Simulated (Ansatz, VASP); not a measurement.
**Two plane-wave programs on BP2**

```
B P
1.0
     0.00000    2.65074    2.65074
     2.65074    0.00000    2.65074
     2.65074    2.65074    0.00000
B P
1 2
Direct
  0.00000 0.00000 0.00000
  0.75000 0.75000 0.75000
  0.25000 0.25000 0.25000
```

Change from the starting cell: species swapped into the Sn2Ir type (Fm-3m, No. 225).

Alike in both runs: functional PBE; k mesh 6 × 6 × 6; occupations gaussian, width 0.2 eV; no spin polarisation.

Ansatz relaxed the structure, and its values are those at the end. VASP's run is a single point on that final structure, the one shown.

|  | VASP | Ansatz |
| --- | --- | --- |
| version | VASP 6.6.1 | Ansatz 0.2.0 |
| potentials or method | VASP PAW PBE potentials, release 64 (B, P), cutoff 500 eV | scalar-relativistic, plane waves, PAW |
| valence electrons in the cell | 13 | 13 |

Ansatz gave:

```
gap on the k mesh at the Fermi level (eV) : none
pressure (GPa)                            : 0.0
```

**Question.** Estimate VASP's values.

**Answer.** gap on the k mesh at the Fermi level (eV): none; pressure (GPa): -0.2.

A gap of «none» marks a metal or a gap that the smearing closes.
